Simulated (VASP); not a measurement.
# Zn2Sb (P4/nmm) in VASP: a series of runs

Zn2Sb is run at these levels: PBE; tasks: single point, relaxation of cell and atoms.

Everything below comes from runs of VASP 6.6.1. Logs are shortened: lines on timing, memory, paths and dates and some standing lists are left out, and cuts for length are marked.

## 1. The cell of the first run

The structure is tetragonal, space group P4/nmm (No. 129). The conventional cell has a = 4.806 Å, b = 4.806 Å, c = 5.745 Å, α = 90.00°, β = 90.00°, γ = 90.00°. Within 3.7 Å of Zn (site symmetry -4m2) lie 4 Sb at 2.83 Å and 8 Zn at 2.84 to 3.40 Å. Zn (site symmetry 4mm) has 6 Sb at 2.72 to 3.40 Å and 4 Zn at 2.84 Å within 3.6 Å. Within 3.6 Å of Sb (site symmetry 4mm) lie 10 Zn at 2.72 to 3.40 Å.

## 2. Single point, PBE

The input, INCAR:

```
  PREC = Accurate
  ENCUT = 520
  EDIFF = 1E-6
  ISMEAR = 0
  SIGMA = 0.1
  LREAL = F
  LASPH = T
  NELM = 80
  ALGO = Fast
  ISIF = 2
  LWAVE = F
  LCHARG = F
  GGA = PE
  NBANDS = 38
```

The input, KPOINTS:

```
Automatic mesh
0
Gamma
  8 8 6
```

The input, POSCAR:

```
Zn2Sb
1.0
    4.8063010148      0.0000000000      0.0000000000
    0.0000000000      4.8063010148      0.0000000000
    0.0000000000      0.0000000000      5.7450437305
Zn Sb
4 2
Direct
    0.0000000000      0.0000000000      0.0000000000
    0.5000000000      0.5000000000      0.0000000000
    0.0000000000      0.5000000000      0.2647267867
    0.5000000000      0.0000000000      0.7352732133
    0.0000000000      0.5000000000      0.7383642300
    0.5000000000      0.0000000000      0.2616357700
```

Potentials or basis: VASP PAW PBE potentials, release 64 (Zn, Sb).

Started as:

```console
> cat potpaw_PBE.64/Zn/POTCAR potpaw_PBE.64/Sb/POTCAR > POTCAR
> mpirun -np 1 vasp_std > vasp.out
```

OUTCAR:

```text
PREC = Accurate
   ENCUT = 520
   EDIFF = 1E-6
   ISMEAR = 0
   LREAL = F
   LASPH = T
   NELM = 80
   ISIF = 2
   GGA = PE

 ion  position               nearest neighbor table
   1  0.000  0.000  0.000-   5 2.83   6 2.83   5 2.83   6 2.83   3 2.84   3 2.84   4 2.84   4 2.84

   2  0.500  0.500  0.000-   5 2.83   6 2.83   6 2.83   5 2.83   4 2.84   3 2.84   3 2.84   4 2.84

   3  0.000  0.500  0.265-   5 2.72   2 2.84   1 2.84   1 2.84   2 2.84   5 3.02   6 3.40   6 3.40
                             6 3.40   6 3.40
   4  0.500  0.000  0.735-   6 2.72   2 2.84   1 2.84   2 2.84   1 2.84   6 3.02   5 3.40   5 3.40
                             5 3.40   5 3.40
   5  0.000  0.500  0.738-   3 2.72   2 2.83   1 2.83   1 2.83   2 2.83   3 3.02   4 3.40   4 3.40
                             4 3.40   4 3.40
   6  0.500  0.000  0.262-   4 2.72   2 2.83   1 2.83   2 2.83   1 2.83   4 3.02   3 3.40   3 3.40
                             3 3.40   3 3.40

  LATTYP: Found a simple tetragonal cell.
 ALAT       =     4.8063010148
 C/A-ratio  =     1.1953150069

  Lattice vectors:

 A1 = (   4.8063010148,   0.0000000000,   0.0000000000)
 A2 = (   0.0000000000,   4.8063010148,   0.0000000000)
 A3 = (   0.0000000000,   0.0000000000,   5.7450437305)

Analysis of symmetry for initial positions (statically):
=====================================================================
 Subroutine PRICEL returns:
 Original cell was already a primitive cell.

 Routine SETGRP: Setting up the symmetry group for a
 simple tetragonal supercell.

 Subroutine GETGRP returns: Found 16 space group operations
 (whereof  8 operations were pure point group operations)
 out of a pool of 16 trial point group operations.

The static configuration has the point symmetry D_2d.
 The point group associated with its full space group is D_4h.

Analysis of symmetry for dynamics (positions and initial velocities):
=====================================================================
 Subroutine PRICEL returns:
 Original cell was already a primitive cell.

 Routine SETGRP: Setting up the symmetry group for a
 simple tetragonal supercell.

 Subroutine GETGRP returns: Found 16 space group operations
 (whereof  8 operations were pure point group operations)
 out of a pool of 16 trial point group operations.

The dynamic configuration has the point symmetry D_2d.
 The point group associated with its full space group is D_4h.

 Subroutine INISYM returns: Found 16 space group operations
 (whereof  8 operations are pure point group operations),
 and found     1 'primitive' translations

----------------------------------------------------------------------------------------

                                     Primitive cell

  volume of cell :     132.7136

  direct lattice vectors                    reciprocal lattice vectors
     4.806301015  0.000000000  0.000000000     0.208060210  0.000000000  0.000000000
     0.000000000  4.806301015  0.000000000     0.000000000  0.208060210  0.000000000
     0.000000000  0.000000000  5.745043730     0.000000000  0.000000000  0.174063079

  length of vectors
     4.806301015  4.806301015  5.745043730     0.208060210  0.208060210  0.174063079

  position of ions in fractional coordinates (direct lattice)
     0.000000000  0.000000000  0.000000000
     0.500000000  0.500000000  0.000000000
     0.000000000  0.500000000  0.264726787
     0.500000000  0.000000000  0.735273213
     0.000000000  0.500000000  0.738364230
     0.500000000  0.000000000  0.261635770

  ion indices of the primitive-cell ions
   primitive index   ion index
                 1           1
                 2           2
                 3           3
                 4           4
                 5           5
                 6           6

----------------------------------------------------------------------------------------

 KPOINTS: Automatic mesh

Automatic generation of k-mesh.
 Grid dimensions read from file:
 generate k-points for:    8    8    6

 Generating k-lattice:

  Cartesian coordinates                     Fractional coordinates (reciprocal lattice)
     0.026007526  0.000000000  0.000000000     0.125000000  0.000000000  0.000000000
     0.000000000  0.026007526  0.000000000     0.000000000  0.125000000  0.000000000
     0.000000000  0.000000000  0.029010513     0.000000000  0.000000000  0.166666667

  Length of vectors
     0.026007526  0.026007526  0.029010513

  Shift w.r.t. Gamma in fractional coordinates (k-lattice)
     0.000000000  0.000000000  0.000000000

 Subroutine IBZKPT returns following result:
 ===========================================

 Found     60 irreducible k-points:

 Following reciprocal coordinates:
            Coordinates               Weight
  0.000000  0.000000  0.000000      1.000000
  0.125000  0.000000  0.000000      4.000000
  0.250000  0.000000  0.000000      4.000000
  0.375000  0.000000  0.000000      4.000000
  0.500000  0.000000  0.000000      2.000000
  0.125000  0.125000  0.000000      4.000000
[... 16 lines left out ...]
  0.375000  0.125000  0.166667     16.000000
  0.500000  0.125000  0.166667      8.000000
 [... further k-points ...]
   k-points           NKPTS =     60   k-points in BZ     NKDIM =     60   number of bands    NBANDS=     38
   number of dos      NEDOS =    301   number of ions     NIONS =      6
   total plane-waves  NPLWV =  62208
   dimension x,y,z NGX =    36 NGY =   36 NGZ =   48
   dimension x,y,z NGXF=    72 NGYF=   72 NGZF=   96
   ions per type =               4   2
   NGX,Y,Z   is equivalent  to a cutoff of  12.45, 12.45, 13.89 a.u.
   NGXF,Y,Z  is equivalent  to a cutoff of  24.90, 24.90, 27.78 a.u.
 SYSTEM =  unknown system
   PREC   = accura    normal or accurate (medium, high low for compatibility)
   ISTART =      0    job   : 0-new  1-cont  2-samecut
   ICHARG =      2    charge: 1-file 2-atom 10-const
   ISPIN  =      1    spin polarized calculation?
   LNONCOLLINEAR =      F non collinear calculations
   LSORBIT =      F    spin-orbit coupling
   LASPH  =      T    aspherical Exc in radial PAW
   ENCUT  =  520.0 eV  38.22 Ry    6.18 a.u.   8.94  8.94 10.68*2*pi/ulx,y,z
   NELM   =     80;   NELMIN=  2; NELMDL= -5     # of ELM steps
   EDIFF  = 0.1E-05   stopping-criterion for ELM
   LREAL  =      F    real-space projection
   EDIFFG = 0.1E-04   stopping-criterion for IOM
   NSW    =      0    number of steps for IOM
   IBRION =     -1    ionic relax: 0-MD 1-quasi-New 2-CG
   NFREE  =      0    steps in history (QN), initial steepest desc. (CG)
   ISIF   =      2    stress and relaxation
   ISYM   =      2    0-nonsym 1-usesym 2-fastsym
   POTIM  = 0.5000    time-step for ionic-motion
   TEBEG  =    0.0;   TEEND  =   0.0 temperature during run
   PSTRESS=    0.0 pullay stress
   NELECT =      58.0000    total number of electrons
   NUPDOWN=      -1.0000    fix difference up-down
   EMIN   =  10.00;   EMAX   =-10.00  energy-range for DOS
   EFERMI =   0.00;   METHOD = LEGACY
   ISMEAR =     0;   SIGMA  =   0.10  broadening in eV -4-tet -1-fermi 0-gaus
   EFERMI_NEDOS =   21; number of points for ismear=-14 and -15
   IALGO  =     68    algorithm
   IMIX   =      4    mixing-type and parameters
     AMIX     =   0.40;   BMIX     =  1.00
     AMIX_MAG =   1.60;   BMIX_MAG =  1.00
  volume/ion in A,a.u.               =      22.12       149.27
  Fermi-wavevector in a.u.,A,eV,Ry     =   1.242355  2.347711 20.999859  1.543446
  Thomas-Fermi vector in A             =   2.376713
   LORBIT       =      0    0 simple, 1 ext, 2 COOP (PROOUT), +10 PAW based schemes
   GGA     = PE    functional components
   LHFCALC =     F    Hartree Fock is set to
   AEXX    =    0.0000 exact exchange contribution
   IVDW    =     0    specifies the selected vdW correction
   LEPSILON=     F    determine dielectric tensor
   LRPA    =     F    only Hartree local field effects (RPA)
 non-spin polarized calculation
 RMM-DIIS sequential band-by-band and
 Gauss-broadening in eV      SIGMA  =   0.10
  energy-cutoff  :      520.00
  volume of cell :      132.71
 maximum number of plane-waves:      3624
 NGX is ok and might be reduce to    36
   NGX = 17   NGY = 17   NGZ = 21

 number of electron      58.0000097 magnetization

 Free energy of the ion-electron system (eV)
  ---------------------------------------------------
  ext. energy  EPLUGINS =         0.00000000
  ---------------------------------------------------
  free energy    TOTEN  =       -11.87472978 eV

  energy without entropy =      -11.86445327  energy(sigma->0) =      -11.86959152

 E-fermi :   4.3427     XC(G=0): -10.0793

 val. band max:        4.3180504508   @ k =   0.3750   0.1250   0.3333
 cond. band min:       4.3789830653   @ k =   0.3750   0.0000   0.1667
 fundamental gap:      0.0609326145
 Fermi energy:         4.3427276291

 k-point     1 :       0.0000    0.0000    0.0000
  band No.  band energies     occupation
      1      -7.0106      2.00000
      2      -5.2609      2.00000
      3      -3.3402      2.00000
      4      -3.2861      2.00000
      5      -3.2861      2.00000
      6      -3.2337      2.00000
[... 30 lines left out ...]
     37       9.1551      0.00000
     38      10.2229      0.00000

 k-point     2 :       0.1250    0.0000    0.0000
  band No.  band energies     occupation
      1      -6.9288      2.00000
      2      -5.2768      2.00000
      3      -3.3354      2.00000
      4      -3.2939      2.00000
      5      -3.2803      2.00000
      6      -3.2115      2.00000
[... 30 lines left out ...]
     37       9.9737      0.00000
     38      10.1360      0.00000

 k-point     3 :       0.2500    0.0000    0.0000
  band No.  band energies     occupation
      1      -6.6920      2.00000
      2      -5.3545      2.00000
      3      -3.3180      2.00000
      4      -3.2897      2.00000
      5      -3.2642      2.00000
      6      -3.2045      2.00000
[... 30 lines left out ...]
     37       9.3141      0.00000
[... 781 lines left out ...]
 k-point    23 :       0.3750    0.1250    0.1667
  band No.  band energies     occupation
      1      -6.1856      2.00000
      2      -5.5132      2.00000
      3      -3.3407      2.00000
      4      -3.2613      2.00000
      5      -3.2568      2.00000
      6      -3.2274      2.00000
[... 30 lines left out ...]
     37       9.2966      0.00000
     38      10.6771      0.00000

 k-point    24 :       0.5000    0.1250    0.1667
  band No.  band energies     occupation
      1      -5.8100      2.00000
      2      -5.8100      2.00000
      3      -3.2989      2.00000
      4      -3.2989      2.00000
      5      -3.2504      2.00000
      6      -3.2504      2.00000
[... 30 lines left out ...]
     37      10.2036      0.00000
     38      10.2036      0.00000

 [... further k-points ...]

------------------------ aborting loop because EDIFF is reached ----------------------------------------

  FORCE on cell =-STRESS in cart. coord.  units (eV):
  Direction    XX          YY          ZZ          XY          YZ          ZX
  --------------------------------------------------------------------------------------
  -------------------------------------------------------------------------------------
  Total        0.1148293      0.1148293      0.1731995      0.0000000      0.0000000      0.0000000
  in kB        1.3862701      1.3862701      2.0909414      0.0000000      0.0000000      0.0000000
  external PRESSURE =       1.6211605 kB  Pullay stress =       0.0000000 kB

 VOLUME and BASIS-vectors are now :
 -----------------------------------------------------------------------------
  energy-cutoff  :      520.00
  volume of cell :      132.71
      direct lattice vectors                 reciprocal lattice vectors
     4.806301015  0.000000000  0.000000000     0.208060210  0.000000000  0.000000000
     0.000000000  4.806301015  0.000000000     0.000000000  0.208060210  0.000000000
     0.000000000  0.000000000  5.745043730     0.000000000  0.000000000  0.174063079

 POSITION                                       TOTAL-FORCE (eV/Angst)
 -----------------------------------------------------------------------------------
      0.00000      0.00000      0.00000         0.000000     -0.000000      0.000000
      2.40315      2.40315      0.00000         0.000000      0.000000      0.000000
      0.00000      2.40315      1.52087         0.000000     -0.000000      0.003690
      2.40315      0.00000      4.22418        -0.000000     -0.000000     -0.003690
      0.00000      2.40315      4.24193         0.000000     -0.000000     -0.008742
      2.40315      0.00000      1.50311        -0.000000     -0.000000      0.008742
 -----------------------------------------------------------------------------------
    total drift:                                0.000000      0.000000     -0.000000

  FREE ENERGIE OF THE ION-ELECTRON SYSTEM (eV)
  ---------------------------------------------------
  free  energy   TOTEN  =       -11.8747297768 eV

  energy  without entropy=      -11.8644532671  energy(sigma->0) =      -11.86959152
```

Run time: 91 s. Hardware: 1 thread of Intel Xeon 6975P-C (Granite Rapids), shared host; peak memory 0.4 GiB.

Results:

```yaml
Free_energy: -11.8747 eV
Pressure: 0.2 GPa
Largest_force: 0.009 eV/Å
Band_gap_on_the_k_mesh: zero (bands 29 and 30 overlap by 4.69 eV)
```

Forces on the atoms (eV/Å):
```
Zn   0.000  0.000  0.000
Zn   0.000  0.000  0.000
Zn   0.000  0.000  0.004
Zn   0.000  0.000 -0.004
Sb   0.000  0.000 -0.009
Sb   0.000  0.000  0.009
```

Caveat: spin-orbit coupling is left out, which moves the levels of the heavy elements.

## 3. Relaxation of cell and atoms, PBE

This run uses another cell than the first one, of 17.27 Å³/atom.

The input, INCAR:

```
ALGO = Normal
EDIFF = 1E-7
EDIFFG = -0.04
ENCUT = 600
GGA = PE
IBRION = 2
ISIF = 3
ISMEAR = 0
LASPH = True
LCHARG = False
LREAL = False
LWAVE = False
NELM = 80
NSW = 90
PREC = Accurate
SIGMA = 0.1
```

The input, KPOINTS:

```
k-points
0
Gamma
  4 4 4
```

The input, POSCAR:

```
Zn2Sb
1.0
    4.0800700319      0.0000000000      0.0000000000
    0.0000000000      4.0800700319      0.0000000000
    0.0000000000      0.0000000000      6.2253773958
Zn Sb
4 2
Direct
    0.0000000000      0.0000000000      0.0000000000
    0.5000000000      0.5000000000      0.0000000000
    0.0000000000      0.5000000000      0.2700000000
    0.5000000000      0.0000000000      0.7300000000
    0.0000000000      0.5000000000      0.7000000000
    0.5000000000      0.0000000000      0.3000000000
```

Potentials or basis: VASP PAW PBE potentials, release 64 (Zn, Sb).

Started as:

```console
> cat potpaw_PBE.64/Zn/POTCAR potpaw_PBE.64/Sb/POTCAR > POTCAR
> mpirun -np 1 vasp_std > vasp.out
```

Run time: 7.3 min. Hardware: 1 thread of Intel Xeon 6975P-C (Granite Rapids), shared host; peak memory 0.28 GiB.

It converged, with:

* Free energy: -12.0459 eV
* Relaxed volume: 21.46 Å³/atom
* Relaxed cell: a = 4.597 Å, b = 4.597 Å, c = 6.092 Å, α = 90.00°, β = 90.00°, γ = 90.00°
* Space group after relaxing (to 0.1 Å): P4/nmm (No. 129)
* Energy gained by relaxing: 198.8 meV/atom
* Ionic steps: 15
* Pressure after relaxing: -0.1 GPa
* Largest force after relaxing: 0.032 eV/Å
* Band gap on the k mesh: zero (bands 29 and 30 overlap by 4.21 eV)

Forces on the atoms (eV/Å):
```
Zn   0.000  0.000  0.000
Zn   0.000  0.000  0.000
Zn   0.000  0.000  0.032
Zn   0.000  0.000 -0.032
Sb   0.000  0.000  0.006
Sb   0.000  0.000 -0.006
```

Stress tensor (GPa, compression positive):
```
 0.06  0.00  0.00
 0.00  0.06  0.00
 0.00  0.00 -0.27
```

The path:
| step | energy change (eV) | largest force (eV/Å) | pressure (GPa) | volume (Å³) |
| --- | --- | --- | --- | --- |
| 1 | 0.0000 | 0.3770 | 16.82 | 103.63 |
| 2 | -0.9144 | 0.5815 | -3.02 | 133.26 |
| 3 | -0.9874 | 0.4423 | -0.04 | 125.37 |
| 4 | -0.9875 | 0.4512 | -0.21 | 125.83 |
| 5 | -1.0444 | 0.4767 | -0.14 | 126.18 |
| 6 | -1.1452 | 0.4315 | 0.11 | 126.96 |
| 7 | -1.0150 | 0.2373 | 2.26 | 127.25 |
| 8 | -1.1744 | 0.2642 | 0.59 | 127.28 |
| 9 | -1.1772 | 0.3229 | 0.43 | 127.23 |
| 10 | -1.1906 | 0.0777 | -0.24 | 129.36 |
| 11 | -1.1912 | 0.0459 | -0.14 | 128.99 |
| 12 | -1.1922 | 0.0550 | 0.11 | 128.37 |
| 13 | -1.1922 | 0.0556 | 0.15 | 128.32 |
| 14 | -1.1929 | 0.0433 | 0.05 | 128.55 |
| 15 | -1.1931 | 0.0324 | -0.05 | 128.76 |

Final structure:
```
Zn Sb
1.0
     4.59737    0.00000    0.00000
     0.00000    4.59737    0.00000
     0.00000    0.00000    6.09186
Zn Sb
4 2
Direct
  0.00000 0.00000 0.00000
  0.50000 0.50000 0.00000
  0.00000 0.50000 0.26785
  0.50000 0.00000 0.73215
  0.00000 0.50000 0.72134
  0.50000 0.00000 0.27866
```

Levels at points of the mesh, in eV from the Fermi level:
```
           k point  band 27  band 28  band 29  band 30  band 31  band 32
(0.00, 0.00, 0.00)    -1.17    -0.82    -0.25     0.03     0.03     3.28
(0.50, 0.00, 0.00)    -1.18    -1.18    -0.11    -0.11     2.46     2.46
(0.50, 0.50, 0.00)    -2.48    -2.48    -2.41    -2.41     0.81     0.81
(0.00, 0.00, 0.50)    -1.30    -1.30    -0.71    -0.70     0.68     2.34
(0.50, 0.00, 0.50)    -0.62    -0.62    -0.36    -0.36     1.55     1.55
(0.50, 0.50, 0.50)    -3.81    -3.81     1.80     1.80     2.88     2.88
```

Caveat: the k points lie up to 0.34 Å⁻¹ apart in the final cell, too coarse for converged energies and pressures of a metal; the volume moved by over 15 % at a fixed basis, so the end points are rough; spin-orbit coupling is left out, which moves the levels of the heavy elements.
